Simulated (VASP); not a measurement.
**CdS: single point with PBE**

Crystal: CdS.

```
Cd S
1.0
     0.00000    2.91000    3.14280
     2.91000    0.00000    3.14280
     2.91000    2.91000    0.00000
Cd S
1 1
Direct
  0.00000 0.00000 0.00000
  0.75000 0.75000 0.75000
```

This cell differs from its parent crystal: strain +0.000 along x and y, +0.080 along z.

```
Program                : VASP 6.6.1
Task                   : single point
Functional             : PBE
Potentials or basis    : VASP PAW PBE potentials, release 64 (Cd, S)
Cutoff                 : 520 eV
k mesh                 : 8 × 8 × 8
Occupations            : gaussian, width 0.05 eV
Spin                   : no spin polarisation
Dipole correction      : no
Further INCAR settings : ALGO = Normal; EDIFF = 1e-06; NBANDS = 16
```

The pressure is -1.0 GPa and the band gap on the k mesh is 0.89 eV, direct.

Stress tensor (GPa, compression positive):
```
-0.41  0.00  0.00
 0.00 -0.41  0.00
 0.00  0.00 -2.25
```

Levels at points of the mesh, in eV from the valence-band top:
| k point | band 5 | band 6 | band 7 | band 8 | band 9 | band 10 | band 11 | band 12 | band 13 | band 14 |
| --- | --- | --- | --- | --- | --- | --- | --- | --- | --- | --- |
| (0.00, 0.00, 0.00) | -7.20 | -7.18 | -0.25 | 0.00 | 0.00 | 0.89 | 6.50 | 6.50 | 6.51 | 10.50 |
| (0.50, 0.00, 0.00) | -7.15 | -6.88 | -4.05 | -0.88 | -0.57 | 2.77 | 6.69 | 7.21 | 7.21 | 10.74 |
| (0.50, 0.50, 0.00) | -7.13 | -6.91 | -4.00 | -1.52 | -1.52 | 3.77 | 4.55 | 8.42 | 10.39 | 10.39 |
| (0.50, 0.00, 0.50) | -7.12 | -6.77 | -3.57 | -1.85 | -1.75 | 3.51 | 3.97 | 9.08 | 9.75 | 10.50 |

It took 27 s on 1 thread of AMD EPYC 9R45 96-Core Processor (Zen 5), with other jobs on the host, peak memory 0.17 GiB.

Caveat: the cell differs from its parent crystal (strain +0.000 along x and y, +0.080 along z).
